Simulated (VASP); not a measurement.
Crystal: Ti.

```xyz
1
Lattice="-1.6404 1.6404 1.6404 1.6404 -1.6404 1.6404 1.6404 1.6404 -1.6404" Properties=species:S:1:pos:R:3 pbc="T T T"
Ti    0.0000    0.0000    0.0000
```

* Program: VASP 6.6.1
* Task: relaxation of cell and atoms
* Functional: PBEsol
* Potentials or basis: VASP PAW PBE potentials, release 64 (Ti_sv)
* Cutoff: 600 eV
* k mesh: 13 × 13 × 13
* Occupations: fermi-dirac, width 0.1 eV
* Spin: no spin polarisation

At the start: pressure -6.4 GPa; volume 17.66 Å³/atom.

Q: Where does the relaxation end?

A: Over 3 steps the energy falls by 23.1 meV/atom and the volume is 16.56 Å³/atom (-6.2 %); space group Im-3m (No. 229, to 0.05 Å).

Step by step:
```tsv
step	energy change (eV)	largest force (eV/Å)	pressure (GPa)	volume (Å³)
1	0.0000	0.0000	-6.37	17.66
2	-0.0142	0.0000	4.55	15.92
3	-0.0231	0.0000	0.03	16.56
```

Final structure:
```
Ti
1.0
    -1.60563    1.60563    1.60563
     1.60563   -1.60563    1.60563
     1.60563    1.60563   -1.60563
Ti
1
Direct
  0.00000 0.00000 0.00000
```

Caveat: the PAW data sets were made with another functional, which shifts forces and pressure a little.
